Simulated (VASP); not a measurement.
**Co: single point with PBE**

Crystal: Co.

```xyz
2
Lattice="2.4930 0.0000 0.0000 -1.2465 2.1590 0.0000 0.0000 0.0000 4.0312" Properties=species:S:1:pos:R:3 pbc="T T T"
Co    0.0000    1.4393    3.0234
Co    1.2465    0.7197    1.0078
```

```json
{
 "Program": "VASP 6.6.1",
 "Task": "single point",
 "Functional": "PBE",
 "Potentials or basis": "VASP PAW PBE potentials, release 64 (Co)",
 "Cutoff": "520 eV",
 "k mesh": "20 × 20 × 10",
 "Occupations": "gaussian, width 0.05 eV",
 "Spin": "collinear spin, ferromagnetic start",
 "Starting moments": "[1.85, 1.85] μB",
 "Dipole correction": "no",
 "k mesh for the DOS": "30 × 30 × 15",
 "Occupations for the DOS": "tetrahedron",
 "Further INCAR settings": "ALGO = Normal; EDIFF = 1e-06"
}
```

The net moment is 3.19 μB per cell and the site moments are Co +1.62 μB. The valence electrons inside the program's atomic spheres are Co 8.27.

Levels at points of the mesh, in eV from the Fermi level:
Spin up:
| k point | band 9 | band 10 | band 11 | band 12 | band 13 | band 14 |
| --- | --- | --- | --- | --- | --- | --- |
| (0.00, 0.00, 0.00) | -1.93 | -0.83 | -0.83 | -0.07 | 6.36 | 21.98 |
| (0.50, 0.00, 0.00) | -0.61 | -0.54 | 1.31 | 3.32 | 9.69 | 10.35 |
Spin down:
```
           k point  band 3  band 4  band 5  band 6  band 7  band 8  band 9  band 10  band 11  band 12
(0.00, 0.00, 0.00)   -0.98   -0.95   -0.95   -0.59   -0.59   -0.17   -0.17    -0.14     1.05     1.05
(0.50, 0.00, 0.00)   -3.24   -1.85   -1.11   -1.03   -0.62    1.18    1.31     1.34     2.53     4.29
```

Wall time 8.1 min on 1 thread of Oxide Virtual Turin-like Processor (shared host), peak memory 0.45 GiB.
